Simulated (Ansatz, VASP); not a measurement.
**SnTe: VASP beside Ansatz**

```xyz
2
Lattice="0.0000 3.6111 3.6111 3.6111 0.0000 3.6111 3.6111 3.6111 0.0000" Properties=species:S:1:pos:R:3 pbc="T T T"
Te    1.8056    1.8056    1.8056
Sn    0.0000    0.0000    0.0000
```

Alike in both runs: task relaxation of cell and atoms; functional PBEsol; k mesh 7 × 7 × 7; occupations fermi-dirac, width 0.05 eV; no spin polarisation.

|  | VASP | Ansatz |
| --- | --- | --- |
| version | VASP 6.6.1 | Ansatz 0.2.0 |
| potentials or method | VASP PAW PBE potentials, release 64 (Te, Sn_d), cutoff 600 eV | all-electron LAPW, scalar-relativistic |

VASP gave:

```
relaxed volume (Å³/atom)                                     : 44.47
relaxed cell length with the largest relative difference (Å) : 5.010
```

Question: Which values does Ansatz return?

Answer: Relaxed volume (Å³/atom): 44.43; relaxed cell length with the largest relative difference (Å): 5.009.

VASP's potentials were made for PBE, not for PBEsol. Ansatz ran all-electron here, and VASP with PAW potentials.

Neither program's run includes spin-orbit coupling.
